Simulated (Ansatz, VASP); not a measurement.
**Si: VASP beside Ansatz**

INCAR

```
SYSTEM = Si
PREC     = Accurate       ! precision mode
ENCUT    = 520            ! plane-wave cutoff, eV
EDIFF    = 1E-6           ! SCF threshold, eV
ISMEAR   = 0              ! smearing method
SIGMA    = 0.05           ! smearing width, eV
LREAL    = .FALSE.        ! projectors in reciprocal space
LASPH    = .TRUE.         ! aspherical terms in the spheres
NELM     = 60             ! most SCF steps
ALGO     = Normal         ! electronic algorithm
ISIF     = 2              ! what is computed and relaxed
LWAVE    = .FALSE.        ! write WAVECAR
LCHARG   = .FALSE.        ! write CHGCAR
GGA      = PE             ! functional
NBANDS   = 16             ! bands
```

KPOINTS

```
Automatic mesh
0
G
  10 10 10
  0 0 0
```

Contents of POSCAR:

```
Si
1.0
   -3.5212263358      3.5212263358      1.9304179815
    3.5212263358     -3.5212263358      1.9304179815
    3.1699400980      3.1699400980     -1.9304179815
Si
4
Direct
    0.1786105079      0.1786105079      0.3572210158
    0.8213894921      0.8213894921      0.6427789842
    0.1786105079      0.8213894921      0.0000000000
    0.8213894921      0.1786105079      0.0000000000
```

Input for Ansatz:

```yaml
crystal:
  lattice:
    - [-3.5212263358, 3.5212263358, 1.9304179815]
    - [3.5212263358, -3.5212263358, 1.9304179815]
    - [3.169940098, 3.169940098, -1.9304179815]
  atoms:
    - { symbol: Si, position: [0.1786105079, 0.1786105079, 0.3572210158] }
    - { symbol: Si, position: [0.8213894921, 0.8213894921, 0.6427789842] }
    - { symbol: Si, position: [0.1786105079, 0.8213894921, 0.0] }
    - { symbol: Si, position: [0.8213894921, 0.1786105079, 0.0] }
basis:
  ecutwfc: 420
kpoints:
  mp_grid: { grid: [10, 10, 10] }
hamiltonian:
  xc: pbe
  pseudopotentials: { kind: paw, azcp: { folder: soft_1 } }
scf:
  occupations: { method: gaussian, width: 0.05 }
output:
  forces: true
  stress: true
  eigenvalues: true
```

Change from the starting cell: engineering shear strain xy -0.1050, equal normal strain along x and y +0.0000.

Alike in both runs: task single point; functional PBE; k mesh 10 × 10 × 10; occupations gaussian, width 0.05 eV; no spin polarisation.

|  | VASP | Ansatz |
| --- | --- | --- |
| version | VASP 6.6.1 | Ansatz 0.2.0 |
| potentials or method | VASP PAW PBE potentials, release 64 (Si), cutoff 520 eV | scalar-relativistic, plane waves, PAW |
| valence electrons in the cell | 16 | 16 |

|  | VASP | Ansatz | Ansatz less VASP |
| --- | --- | --- | --- |
| gap on the k mesh at the Fermi level (eV) | none | none | - |
| pressure (GPa) | -0.2 | -0.1 | +0.06 |
| traceless stress, the component that is largest in VASP (GPa) | 3.85 | 3.85 | -0.002 |
| rms of the force components (eV/Å) | 0.213 | 0.214 | +0.0008 |

Atom by atom the forces differ by 0.001 eV/Å (rms over components). A gap of «none» marks a metal or a gap that the smearing closes.
